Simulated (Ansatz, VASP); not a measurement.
**LuH2 in VASP and in Ansatz**

```xyz
3
Lattice="0.0000 2.5249 2.5249 2.5249 0.0000 2.5249 2.5249 2.5249 0.0000" Properties=species:S:1:pos:R:3 pbc="T T T"
Lu    0.0000    0.0000    0.0000
H     1.2624    1.2624    1.2624
H     3.7873    3.7873    3.7873
```

Change from the starting cell: volume scaled by 1.01.

Alike in both runs: task single point; functional LDA; k mesh 8 × 8 × 8; occupations fermi-dirac, width 0.02 eV; no spin polarisation.

|  | VASP | Ansatz |
| --- | --- | --- |
| version | VASP 6.6.1 | Ansatz 0.2.0 |
| potentials or method | VASP PAW PBE potentials, release 64 (Lu, H), cutoff 600 eV | all-electron LAPW, scalar-relativistic |

|  | VASP | Ansatz | Ansatz less VASP |
| --- | --- | --- | --- |
| pressure (GPa) | -6.9 | -7.5 | -0.60 |

VASP's potentials were made for PBE, not for LDA. LDA's correlation is that of Perdew and Zunger in VASP and of Perdew and Wang (1992) in Ansatz. Ansatz ran all-electron here, and VASP with PAW potentials.

Neither program's run includes spin-orbit coupling.
